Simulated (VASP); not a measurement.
Set up this calculation in VASP 6.6.1, as the native input.

```yaml
Task: single point
Functional: PBE
Potentials_or_basis: VASP PAW PBE potentials, release 64 (Re)
Cutoff: 520 eV
k_mesh: 14 × 14 × 14
Occupations: fermi-dirac, width 0.03 eV
Spin: no spin polarisation
Dipole_correction: no
Further_INCAR_settings: ALGO = Normal; EDIFF = 1e-07; NBANDS = 10
```

The structure of Re lies in POSCAR:

```
Re
1.0
    0.0000000000      1.9355000000      1.9750000000
    1.9355000000      0.0000000000      1.9750000000
    1.9355000000      1.9355000000      0.0000000000
Re
1
Direct
    0.0000000000      0.0000000000      0.0000000000
```

This cell differs from its parent crystal: equal xx and yy strain of -2 %.

One way to write it, as run:

INCAR

```
  PREC = Accurate
  ENCUT = 520
  EDIFF = 1E-7
  ISMEAR = -1
  SIGMA = 0.03
  LREAL = False
  LASPH = True
  NELM = 80
  ALGO = Normal
  ISIF = 2
  LWAVE = False
  LCHARG = False
  GGA = PE
  NBANDS = 10
```

KPOINTS

```
Automatic mesh
0
Gamma
  14 14 14
```

Potentials or basis: VASP PAW PBE potentials, release 64 (Re).

Launch:

```sh
$ cat potpaw_PBE.64/Re/POTCAR > POTCAR
$ mpirun -np 1 vasp_std > vasp.out
```

It gave:

* Pressure: 4.5 GPa
* Band gap on the k mesh: zero (an odd number of electrons rules out a gap without spin polarisation)

Caveat: the cell differs from its parent crystal (equal xx and yy strain of -2 %); the cell stands under pressure; spin-orbit coupling is left out, which moves the levels of the heavy elements.

Wall time 23 s on 1 thread of Intel(R) Xeon(R) Platinum 8375C CPU @ 2.90GHz (Ice Lake) (shared host), peak memory 0.16 GiB.
